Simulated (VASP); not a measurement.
Here is a VASP 6.6.1 calculation.

The input INCAR:

```
SYSTEM = Pd
  PREC = Accurate
  ENCUT = 520
  EDIFF = 1E-7
  ISMEAR = -1
  SIGMA = 0.1
  LREAL = .False.
  LASPH = .True.
  NELM = 100
  ALGO = Normal
  ISIF = 2
  LWAVE = .False.
  LCHARG = .False.
  LDIPOL = .True.
  IDIPOL = 3
  DIPOL = 0.5 0.5 0.500
  GGA = PE
  EFIELD = -0.1
  NBANDS = 28
```

Contents of KPOINTS:

```
regular mesh
0
Gamma
  12 8 1
  0 0 0
```

Contents of POSCAR:

```
Pd
1.0
    2.7903171796      0.0000000000      0.0000000000
    0.0000000000      3.9461043987      0.0000000000
    0.0000000000      0.0000000000     20.1855000000
Pd
4
Direct
    0.2500000000      0.2500000000      0.4003092885
    0.7500000000      0.7500000000      0.4630716297
    0.2500000000      0.2500000000      0.5369283413
    0.7500000000      0.7500000000      0.5996907401
```

Potentials or basis: VASP PAW PBE potentials, release 64 (Pd).

The run is started by

```sh
$ cat potpaw_PBE.64/Pd/POTCAR > POTCAR
$ mpirun -np 1 vasp_std > vasp.out
```

**Question.** Predict the band gap on the k mesh.

**Answer.** Zero (band 20 reaches -0.93 eV, above the bottom of band 21 at -1.28 eV).

**Question.** Predict the largest force.

**Answer.** 0.017 eV/Å.

Forces in eV/Å, atoms in the order of the input:
```
Pd   0.000  0.000  0.016
Pd   0.000  0.000  0.008
Pd   0.000  0.000 -0.007
Pd   0.000  0.000 -0.017
```
